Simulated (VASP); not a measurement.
# Si23BHO48 (a cell with a defect): single point with r2SCAN

The system is Si23BHO48 (a cell with a defect).

```
Si O B H
1.0
     9.83160    0.00000    0.00000
    -4.91580    8.51441    0.00000
     0.00000    0.00000   10.81820
Si O B H
23 48 1 1
Direct
  0.26823 0.00417 0.16395
  0.00004 0.26905 0.33125
  0.23458 0.23881 0.99922
  0.26636 0.99945 0.66581
  0.00372 0.27529 0.82549
  0.22919 0.23559 0.50100
  0.26784 0.50438 0.16740
  0.00540 0.76494 0.33447
  0.23554 0.73653 0.99702
  0.99943 0.76827 0.83300
  0.23454 0.72722 0.50438
  0.76768 0.00314 0.16429
  0.49974 0.27114 0.33524
  0.73831 0.23603 0.99734
  0.76568 0.99901 0.66621
  0.50067 0.26700 0.83230
  0.73178 0.23173 0.49970
  0.76928 0.49952 0.16821
  0.50296 0.77069 0.33290
  0.73774 0.73647 0.00439
  0.76644 0.50018 0.66502
  0.50510 0.76618 0.83613
  0.73840 0.73600 0.49828
  0.06508 0.19667 0.43529
  0.29612 0.36798 0.10995
  0.13885 0.43560 0.27844
  0.20066 0.07204 0.05710
  0.36890 0.30467 0.39756
  0.42952 0.14463 0.22252
  0.07647 0.21987 0.93685
  0.26579 0.36089 0.61203
  0.12922 0.43611 0.75544
  0.20881 0.07261 0.55651
  0.36774 0.29852 0.89152
  0.43128 0.13532 0.72391
  0.07082 0.70032 0.44469
  0.30367 0.87447 0.10162
  0.14169 0.92831 0.27566
  0.20464 0.57303 0.05860
  0.36598 0.79419 0.39469
  0.43344 0.64117 0.22247
  0.06950 0.70861 0.94311
  0.29302 0.86037 0.61229
  0.13454 0.93285 0.77489
  0.20855 0.56320 0.55898
  0.36053 0.78744 0.88357
  0.44952 0.62916 0.72949
  0.56766 0.20397 0.44190
  0.79484 0.36117 0.11102
  0.63925 0.43470 0.27844
  0.70828 0.06831 0.04995
  0.86512 0.29733 0.39196
  0.93135 0.14479 0.21763
  0.57392 0.20909 0.94043
  0.79121 0.36002 0.61172
  0.62949 0.43462 0.77136
  0.70357 0.06625 0.55524
  0.86913 0.30388 0.88771
  0.92977 0.13606 0.72258
  0.57628 0.70966 0.43890
  0.80131 0.86676 0.11421
  0.63614 0.93672 0.27364
  0.70983 0.57041 0.05807
  0.87211 0.79836 0.39132
  0.93519 0.63440 0.22466
  0.57210 0.71197 0.95241
  0.79607 0.86303 0.61063
  0.63540 0.93240 0.77634
  0.70742 0.56921 0.55378
  0.86285 0.79644 0.89062
  0.92925 0.63563 0.72467
  0.21117 0.46200 0.64544
  0.47557 0.56722 0.74120
```

```json
{"Program": "VASP 6.6.1", "Task": "single point", "Functional": "r2SCAN", "Potentials or basis": "VASP PAW PBE potentials, release 64 (Si, O, B, H)", "Cutoff": "520 eV", "k mesh": "1 × 1 × 1", "Occupations": "gaussian, width 0.02 eV", "Spin": "no spin polarisation"}
```

```
Pressure               : -2.3 GPa
Largest force          : 20.122 eV/Å
Band gap on the k mesh : 6.35 eV
```

Forces on the atoms (eV/Å):
```
Si    0.028   0.019   0.007
Si   -0.020   0.026  -0.016
Si    0.020  -0.009  -0.051
Si    0.056   0.023   0.020
Si   -0.036   0.009   0.033
Si    0.001  -0.067  -0.005
Si    0.044  -0.011   0.002
Si   -0.016   0.038   0.004
Si   -0.050  -0.043  -0.004
Si   -0.013   0.012  -0.028
Si   -0.013  -0.011   0.011
Si    0.049   0.028  -0.003
Si    0.007   0.037   0.006
Si   -0.065  -0.024  -0.024
Si    0.055   0.041  -0.027
Si   -0.048   0.189  -0.066
Si   -0.039  -0.010   0.024
Si    0.038  -0.003   0.001
Si   -0.029   0.018   0.023
Si    0.048  -0.045   0.017
Si   -0.075  -0.054   0.105
Si   -0.268   0.294   0.044
Si    0.011  -0.076  -0.026
O     0.091   0.292  -0.093
O    -0.271  -0.001  -0.136
O     0.135  -0.220  -0.155
O     0.164   0.212   0.141
O     0.079  -0.257   0.110
O    -0.240  -0.008   0.145
O     0.100   0.199  -0.134
O    -0.149  -0.053  -0.193
O     0.103  -0.288  -0.033
O     0.109   0.215   0.141
O     0.071  -0.264   0.181
O    -0.267  -0.011   0.126
O     0.124   0.232  -0.140
O    -0.271  -0.057  -0.118
O     0.120  -0.206  -0.151
O     0.163   0.221   0.122
O     0.130  -0.236   0.112
O    -0.258   0.015   0.149
O     0.126   0.234  -0.146
O    -0.252  -0.011  -0.156
O     0.150  -0.225  -0.133
O     0.013   0.182   0.057
O     0.186  -0.212   0.163
O   -14.197  13.895  -2.584
O     0.113   0.242  -0.137
O    -0.238   0.004  -0.149
O     0.136  -0.218  -0.145
O     0.135   0.215   0.172
O     0.124  -0.243   0.126
O    -0.248  -0.009   0.166
O     0.133   0.206  -0.117
O    -0.221  -0.017  -0.192
O     0.297  -0.267  -0.134
O     0.149   0.204   0.158
O     0.125  -0.247   0.127
O    -0.262   0.040   0.110
O     0.109   0.242  -0.122
O    -0.290  -0.032  -0.177
O     0.161  -0.223  -0.140
O     0.125   0.231   0.151
O     0.104  -0.246   0.143
O    -0.265   0.020   0.144
O     0.074   0.166  -0.307
O    -0.274  -0.015  -0.138
O     0.165  -0.302  -0.131
O     0.130   0.256   0.129
O     0.100  -0.222   0.170
O    -0.243   0.050   0.135
B    -0.139  -0.074  -0.105
H    14.356 -13.790   2.939
```

Stress tensor (GPa, compression positive):
```
-1.58 -0.71  0.81
-0.71 -2.18  0.07
 0.81  0.07 -3.10
```

Levels at points of the mesh, in eV from the valence-band top:
| k point | band 189 | band 190 | band 191 | band 192 | band 193 | band 194 | band 195 | band 196 |
| --- | --- | --- | --- | --- | --- | --- | --- | --- |
| (0.00, 0.00, 0.00) | -0.27 | -0.22 | -0.18 | 0.00 | 6.35 | 8.33 | 8.34 | 8.52 |

Run time: 21 min on 1 thread of Intel(R) Xeon(R) Platinum 8259CL CPU @ 2.50GHz (Skylake/Cascade Lake) (shared host), peak memory 1.1 GiB.

Caveat: the k points lie up to 0.74 Å⁻¹ apart; the PAW data sets were made with another functional, which shifts forces and pressure a little.
